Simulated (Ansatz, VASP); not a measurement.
## Two plane-wave programs on GeN

File INCAR:

```
PREC = Accurate
ENCUT = 600
EDIFF = 1E-6
ISMEAR = 0
SIGMA = 0.1
LREAL = F
LASPH = T
NELM = 60
ALGO = Normal
ISIF = 3
LWAVE = F
LCHARG = F
GGA = PE
IBRION = 2
NSW = 90
EDIFFG = -0.04
```

File KPOINTS:

```
Automatic mesh
0
Gamma
  6 6 6
```

The input POSCAR:

```
GeN
1.0
   -1.4837403600      2.8784764200      2.4464092700
    1.4837403600     -2.8784764200      2.4464092700
    1.4837403600      2.8784764200     -2.4464092700
Ge N
2 2
Direct
    0.2589471500      0.6057077100      0.6532394400
    0.9524682700      0.6057077100      0.3467605600
    0.0116296500      0.2630089100      0.7486207400
    0.5143881600      0.2630089100      0.2513792600
```

Input for Ansatz:

```yaml
crystal:
  lattice:
    - [-1.48374036, 2.87847642, 2.44640927]
    - [1.48374036, -2.87847642, 2.44640927]
    - [1.48374036, 2.87847642, -2.44640927]
  atoms:
    - { symbol: Ge, position: [0.25894715, 0.60570771, 0.65323944] }
    - { symbol: Ge, position: [0.95246827, 0.60570771, 0.34676056] }
    - { symbol: "N", position: [0.01162965, 0.26300891, 0.74862074] }
    - { symbol: "N", position: [0.51438816, 0.26300891, 0.25137926] }
basis:
  ecutwfc: 420
kpoints:
  mp_grid: { grid: [6, 6, 6] }
hamiltonian:
  xc: pbe
scf:
  occupations: { method: gaussian, width: 0.1 }
  lower_state_search: "off"
output:
  forces: true
  stress: true
  eigenvalues: true
relax:
  adjacent_minimum: "off"
  f_tol: 0.04
  max_steps: 70
  cell: { stress_tol: 0.4 }
```

Alike in both runs: task relaxation of cell and atoms; functional PBE; k mesh 6 × 6 × 6; occupations gaussian, width 0.1 eV; no spin polarisation.

|  | VASP | Ansatz |
| --- | --- | --- |
| version | VASP 6.6.1 | Ansatz 0.2.0 |
| potentials or method | VASP PAW PBE potentials, release 64 (Ge_d, N), cutoff 600 eV | scalar-relativistic, plane waves, PAW |
| valence electrons in the cell | 38 | 38 |

Ansatz gave:

```
gap on the k mesh at the Fermi level, each at its own relaxed structure (eV) : 0.70
relaxed volume (Å³/atom)                                                     : 15.20
relaxed length of the cell vector where the two differ most in proportion (Å)              : 4.858
```

What did VASP give for the same quantities?

gap on the k mesh at the Fermi level, each at its own relaxed structure (eV): 0.94; relaxed volume (Å³/atom): 14.85; relaxed length of the cell vector where the two differ most in proportion (Å): 4.787.

Noted on VASP's run: the volume moved by over 15 % at a fixed basis, so the end points are rough.
